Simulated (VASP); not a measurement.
Here is a VASP 6.6.1 calculation.

File INCAR:

```
  ALGO = Normal
  EDIFF = 1E-7
  ENCUT = 520
  GGA = PE
  ISIF = 2
  ISMEAR = 0
  LASPH = T
  LCHARG = F
  LREAL = F
  LWAVE = F
  NBANDS = 25
  NELM = 60
  PREC = Accurate
  SIGMA = 0.01
```

The input KPOINTS:

```
k-points
0
Gamma
  6 6 8
```

POSCAR

```
SiO2
1.0
    4.1929743879      0.0000000000      0.0000000000
    0.0000000000      4.1929743879      0.0000000000
    0.0000000000      0.0000000000      2.6633195198
Si O
2 4
Direct
    0.0000000000      0.0000000000      0.0000000000
    0.5000000000      0.5000000000      0.5000000000
    0.3069760528      0.3069760528      0.0000000000
    0.1930239472      0.8069760528      0.5000000000
    0.6930239472      0.6930239472      0.0000000000
    0.8069760528      0.1930239472      0.5000000000
```

Potentials or basis: VASP PAW PBE potentials, release 64 (Si, O).

Launch:

```bash
$ cat potpaw_PBE.64/Si/POTCAR potpaw_PBE.64/O/POTCAR > POTCAR
$ mpirun -np 1 vasp_std > vasp.out
```

(1) What does it give for the band gap on the k mesh?

(2) Predict the pressure.

## Answers

(1) 5.56 eV, direct.

(2) 9.9 GPa.
